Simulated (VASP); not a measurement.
# CoSi (CsCl type) (Pm-3m) in VASP: a series of runs, part 2 of 2

VASP 6.6.1. Earlier steps stand in the parts before.

## Step 4: Single point, r2SCAN, collinear spin, ferromagnetic start (8.22 Å³/atom)

This run uses another cell than the first one, of 8.22 Å³/atom.

Contents of POSCAR:

```
CoSi
1.0
    2.5429412058      0.0000000000      0.0000000000
    0.0000000000      2.5429412058      0.0000000000
    0.0000000000      0.0000000000      2.5429412058
Co Si
1 1
Direct
    0.0000000000      0.0000000000      0.0000000000
    0.5000000000      0.5000000000      0.5000000000
```

Contents of INCAR.step1:

```
SYSTEM = CoSi
PREC     = Accurate       ! precision mode
ENCUT    = 520            ! plane-wave cutoff, eV
ISMEAR   = -1             ! smearing method
SIGMA    = 0.05           ! smearing width, eV
LREAL    = .False.        ! projectors in reciprocal space
LASPH    = .True.         ! aspherical terms in the spheres
NELM     = 150            ! most SCF steps
ISPIN    = 2              ! spin polarisation
MAGMOM   = 1.7 0          ! initial moments
LMAXMIX  = 4              ! l up to which the mixer works
NBANDS   = 18             ! bands
GGA      = PE             ! functional
ALGO     = Normal         ! electronic algorithm
EDIFF    = 1E-4           ! SCF threshold, eV
LWAVE    = .True.         ! write WAVECAR
LCHARG   = .False.        ! write CHGCAR
```

Contents of INCAR.step2:

```
SYSTEM = CoSi
PREC     = Accurate       ! precision mode
ENCUT    = 520            ! plane-wave cutoff, eV
EDIFF    = 1E-7           ! SCF threshold, eV
ISMEAR   = -1             ! smearing method
SIGMA    = 0.05           ! smearing width, eV
LREAL    = .False.        ! projectors in reciprocal space
LASPH    = .True.         ! aspherical terms in the spheres
NELM     = 150            ! most SCF steps
ALGO     = Normal         ! electronic algorithm
ISIF     = 2              ! what is computed and relaxed
LWAVE    = .False.        ! write WAVECAR
LCHARG   = .False.        ! write CHGCAR
ISPIN    = 2              ! spin polarisation
MAGMOM   = 1.7 0          ! initial moments
LORBIT   = 11             ! projections on sites
LMAXMIX  = 4              ! l up to which the mixer works
METAGGA  = R2SCAN         ! meta-GGA
LMIXTAU  = .True.       
NBANDS   = 18             ! bands
ISTART   = 1
```

Contents of KPOINTS:

```
Automatic mesh
0
Gamma
  14 14 14
  0 0 0
```

Potentials or basis: VASP PAW PBE potentials, release 64 (Co, Si).

Launch:

```console
$ cat potpaw_PBE.64/Co/POTCAR potpaw_PBE.64/Si/POTCAR > POTCAR
$ cp INCAR.step1 INCAR
$ mpirun -np 1 vasp_std > vasp.out
$ cp INCAR.step2 INCAR
$ mpirun -np 1 vasp_std > vasp.out
```

OUTCAR:

```text
SYSTEM = CoSi
   PREC = Accurate
   ENCUT = 520
   EDIFF = 1E-7
   ISMEAR = -1
   LREAL = .False.
   LASPH = .True.
   NELM = 150
   ISIF = 2
   ISPIN = 2
   LORBIT = 11
   METAGGA = R2SCAN
   ISTART = 1

 ion  position               nearest neighbor table
   1  0.000  0.000  0.000-   2 2.20   2 2.20   2 2.20   2 2.20   2 2.20   2 2.20   2 2.20   2 2.20

   2  0.500  0.500  0.500-   1 2.20   1 2.20   1 2.20   1 2.20   1 2.20   1 2.20   1 2.20   1 2.20

  LATTYP: Found a simple cubic cell.
 ALAT       =     2.5429412058

  Lattice vectors:

 A1 = (   2.5429412058,   0.0000000000,   0.0000000000)
 A2 = (   0.0000000000,   2.5429412058,   0.0000000000)
 A3 = (   0.0000000000,   0.0000000000,   2.5429412058)

Analysis of symmetry for initial positions (statically):
=====================================================================
 Subroutine PRICEL returns:
 Original cell was already a primitive cell.

 Routine SETGRP: Setting up the symmetry group for a
 simple cubic supercell.

 Subroutine GETGRP returns: Found 48 space group operations
[... 1200 lines left out ...]
     18      50.3221      0.00000

 [... further k-points ...]

------------------------ aborting loop because EDIFF is reached ----------------------------------------

  FORCE on cell =-STRESS in cart. coord.  units (eV):
  Direction    XX          YY          ZZ          XY          YZ          ZX
  --------------------------------------------------------------------------------------
  -------------------------------------------------------------------------------------
  Total        9.9861965      9.9861965      9.9861965      0.0000000      0.0000000      0.0000000
  in kB      972.9751172    972.9751172    972.9751172      0.0000000      0.0000000      0.0000000
  external PRESSURE =     972.9751172 kB  Pullay stress =       0.0000000 kB

 VOLUME and BASIS-vectors are now :
 -----------------------------------------------------------------------------
  energy-cutoff  :      520.00
  volume of cell :       16.44
      direct lattice vectors                 reciprocal lattice vectors
     2.542941206  0.000000000  0.000000000     0.393245427  0.000000000  0.000000000
     0.000000000  2.542941206  0.000000000     0.000000000  0.393245427  0.000000000
     0.000000000  0.000000000  2.542941206     0.000000000  0.000000000  0.393245427

 POSITION                                       TOTAL-FORCE (eV/Angst)
 -----------------------------------------------------------------------------------
      0.00000      0.00000      0.00000         0.000000      0.000000      0.000000
      1.27147      1.27147      1.27147         0.000000      0.000000      0.000000
 -----------------------------------------------------------------------------------
    total drift:                                0.000000      0.000000      0.000000

  FREE ENERGIE OF THE ION-ELECTRON SYSTEM (eV)
  ---------------------------------------------------
  free  energy   TOTEN  =       -21.5295250588 eV

  energy  without entropy=      -21.5173759603  energy(sigma->0) =      -21.52345051

 total charge

# of ion       s       p       d       tot
------------------------------------------
    1        0.599   0.963   7.948   9.510
    2        0.694   1.086   0.000   1.780
--------------------------------------------------
tot          1.293   2.049   7.948  11.290

 magnetization (x)

# of ion       s       p       d       tot
------------------------------------------
    1       -0.000  -0.000  -0.000  -0.000
    2        0.000  -0.000   0.000  -0.000
--------------------------------------------------
tot         -0.000  -0.000  -0.000  -0.000
```

OUTCAR.step1:

```text
SYSTEM = CoSi
   PREC = Accurate
   ENCUT = 520
   ISMEAR = -1
   LREAL = .False.
   LASPH = .True.
[... 1251 lines left out ...]
      0.00000      0.00000      0.00000         0.000000      0.000000      0.000000
      1.27147      1.27147      1.27147         0.000000      0.000000      0.000000
 -----------------------------------------------------------------------------------
    total drift:                                0.000000      0.000000     -0.000000

  FREE ENERGIE OF THE ION-ELECTRON SYSTEM (eV)
  ---------------------------------------------------
  free  energy   TOTEN  =       -11.9827922502 eV

  energy  without entropy=      -11.9706444798  energy(sigma->0) =      -11.97671836
```

OSZICAR.step1:

```text
N       E                     dE             d eps       ncg     rms          rms(c)
DAV:   1     0.519972588949E+02    0.51997E+02   -0.51321E+03  9158   0.808E+02
DAV:   2    -0.105253339672E+02   -0.62523E+02   -0.54969E+02  9826   0.180E+02
DAV:   3    -0.131564715019E+02   -0.26311E+01   -0.25868E+01 10024   0.380E+01
DAV:   4    -0.131815590279E+02   -0.25088E-01   -0.25066E-01 10150   0.337E+00
DAV:   5    -0.131820063478E+02   -0.44732E-03   -0.44727E-03 10324   0.452E-01    0.215E+01
DAV:   6    -0.137427053145E+02   -0.56070E+00   -0.17508E+01 10338   0.604E+01    0.110E+01
DAV:   7    -0.120524785492E+02    0.16902E+01   -0.90412E+00 10304   0.399E+01    0.632E+00
DAV:   8    -0.119863731390E+02    0.66105E-01   -0.12747E-01 10112   0.287E+00    0.195E+00
DAV:   9    -0.119831281379E+02    0.32450E-02   -0.92157E-03 12762   0.110E+00    0.624E-01
DAV:  10    -0.119827309575E+02    0.39718E-03   -0.10095E-03 11928   0.341E-01    0.314E-01
DAV:  11    -0.119827922502E+02   -0.61293E-04   -0.67736E-04  8926   0.260E-01
   1 F= -.11982792E+02 E0= -.11976718E+02  d E =-.121478E-01  mag=     0.0867
```

Wall time 2.2 min (1 thread of Intel Xeon 6975P-C (Granite Rapids), shared host); peak memory 0.17 GiB.

Results:

```yaml
Free_energy: -21.5295 eV
Pressure: 97.3 GPa
Net_moment: 0.00 μB per cell
Valence_electrons_inside_the_program's_atomic_spheres: Co 9.51; Si 1.78
```

Caveat: the cell stands under pressure; the PAW data sets were made with another functional, which shifts forces and pressure a little.

## Step 5: Single point, r2SCAN, collinear spin, ferromagnetic start (9.28 Å³/atom)

This run uses another cell than the first one, of 9.28 Å³/atom.

Contents of POSCAR:

```
CoSi
1.0
    2.6472746992      0.0000000000      0.0000000000
    0.0000000000      2.6472746992      0.0000000000
    0.0000000000      0.0000000000      2.6472746992
Co Si
1 1
Direct
    0.0000000000      0.0000000000      0.0000000000
    0.5000000000      0.5000000000      0.5000000000
```

Contents of INCAR.step1:

```
SYSTEM = CoSi
ALGO     = Normal         ! electronic algorithm
EDIFF    = 1E-4           ! SCF threshold, eV
ENCUT    = 520            ! plane-wave cutoff, eV
GGA      = PE             ! functional
ISMEAR   = -1             ! smearing method
ISPIN    = 2              ! spin polarisation
LASPH    = .TRUE.         ! aspherical terms in the spheres
LCHARG   = .FALSE.        ! write CHGCAR
LMAXMIX  = 4              ! l up to which the mixer works
LREAL    = .FALSE.        ! projectors in reciprocal space
LWAVE    = .TRUE.         ! write WAVECAR
MAGMOM   = 1.7 0          ! initial moments
NBANDS   = 18             ! bands
NELM     = 150            ! most SCF steps
PREC     = Accurate       ! precision mode
SIGMA    = 0.05           ! smearing width, eV
```

Contents of INCAR.step2:

```
SYSTEM = CoSi
ALGO     = Normal         ! electronic algorithm
EDIFF    = 1E-6           ! SCF threshold, eV
ENCUT    = 520            ! plane-wave cutoff, eV
ISIF     = 2              ! what is computed and relaxed
ISMEAR   = -1             ! smearing method
ISPIN    = 2              ! spin polarisation
ISTART   = 1            
LASPH    = .TRUE.         ! aspherical terms in the spheres
LCHARG   = .FALSE.        ! write CHGCAR
LMAXMIX  = 4              ! l up to which the mixer works
LMIXTAU  = .TRUE.       
LORBIT   = 11             ! projections on sites
LREAL    = .FALSE.        ! projectors in reciprocal space
LWAVE    = .FALSE.        ! write WAVECAR
MAGMOM   = 1.7 0          ! initial moments
METAGGA  = R2SCAN         ! meta-GGA
NBANDS   = 18             ! bands
NELM     = 150            ! most SCF steps
PREC     = Accurate       ! precision mode
SIGMA    = 0.05           ! smearing width, eV
```

Contents of KPOINTS:

```
k-points
0
G
  14 14 14
  0 0 0
```

Launch:

```console
$ cat potpaw_PBE.64/Co/POTCAR potpaw_PBE.64/Si/POTCAR > POTCAR
$ cp INCAR.step1 INCAR
$ mpirun -np 1 vasp_std > vasp.out
$ cp INCAR.step2 INCAR
$ mpirun -np 1 vasp_std > vasp.out
```

Run time: 99 s. Hardware: 1 thread of Intel Xeon 6975P-C (Granite Rapids), shared host; peak memory 0.18 GiB.

It converged, with:

* Free energy: -22.4193 eV
* Pressure: 37.8 GPa
* Net moment: 0.74 μB per cell
* Site moments: Co +0.74; Si +0.04 μB
* Valence electrons inside the program's atomic spheres: Co 9.06; Si 1.67

Levels at points of the mesh, in eV from the Fermi level:
Spin up:
| k point | band 3 | band 4 | band 5 | band 6 | band 7 | band 8 | band 9 | band 10 | band 11 | band 12 |
| --- | --- | --- | --- | --- | --- | --- | --- | --- | --- | --- |
| (0.00, 0.00, 0.00) | -5.96 | -2.50 | -2.50 | -2.50 | 3.29 | 3.29 | 3.29 | 7.51 | 7.51 | 15.72 |
| (0.50, 0.00, 0.00) | -5.02 | -4.03 | -4.03 | -2.31 | -1.63 | 6.30 | 9.61 | 9.61 | 10.10 | 10.10 |
| (0.50, 0.50, 0.00) | -6.72 | -5.84 | -3.54 | -3.54 | -2.10 | 1.48 | 1.72 | 9.74 | 15.27 | 15.93 |
| (0.50, 0.50, 0.50) | -7.87 | -2.05 | -2.05 | -0.70 | 0.70 | 0.70 | 0.70 | 3.73 | 3.73 | 3.73 |
Spin down:
```tsv
k point	band 4	band 5	band 6	band 7	band 8	band 9
(0.00, 0.00, 0.00)	-1.97	-1.97	-1.97	3.38	3.38	3.38
(0.50, 0.00, 0.00)	-3.60	-3.60	-1.76	0.17	6.38	9.84
(0.50, 0.50, 0.00)	-5.08	-3.08	-3.08	-0.18	2.21	2.52
(0.50, 0.50, 0.50)	-0.55	-0.12	-0.12	0.59	0.59	0.59
```

Caveat: the cell stands under pressure; the PAW data sets were made with another functional, which shifts forces and pressure a little.
